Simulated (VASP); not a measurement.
Runs of VASP 6.6.1 on ZnO. It takes space group P6_3mc (No. 186, hexagonal). Conventional cell: a = 3.242 Å, b = 3.242 Å, c = 5.228 Å, α = 90.00°, β = 90.00°, γ = 120.00°. Within 2.6 Å of Zn (site symmetry 3m) lie 4 O at 1.98 Å. Within 2.6 Å of O (site symmetry 3m) lie 4 Zn at 1.98 Å. 

| level | share of exact exchange | screening parameter | gap on the mesh (eV) | pressure (GPa) | largest force (eV/Å) |
| --- | --- | --- | --- | --- | --- |
| PBE-based global hybrid with 50 % exact exchange | 0.5 | - | 5.79 | -2.6 | 0.02 |
| PBE-based global hybrid with 40 % exact exchange | 0.4 | - | (a) | -0.9 | 0.02 |
| PBE-based screened hybrid with 25 % exact exchange | 0.25 | 0.1 1/Å | (d) | (c) | 0.01 |
| PBE-based screened hybrid with 15 % exact exchange | 0.15 | 0.3 1/Å | 1.65 | 3.6 | 0.01 |
| PBE-based screened hybrid with 50 % exact exchange | 0.5 | 0.20787 1/Å | 4.31 | -1.8 | 0.02 |
| PBE-based screened hybrid with 20 % exact exchange | 0.2 | 0.20787 1/Å | (b) | 2.6 | 0.01 |

Alike in all rows: task single point; potentials or basis VASP PAW PBE potentials, release 64 (Zn, O); no spin polarisation; cell as given; k mesh 4 × 4 × 4; cutoff (eV) 520; smearing gaussian 0.05 eV.

Task: Estimate the missing entries.

Result: (a) 4.74; (b) 2.13; (c) 1.6; (d) 2.84.

Caveats: all runs use coarse meshes; the PAW data sets were made with another functional, which shifts forces and pressure a little.

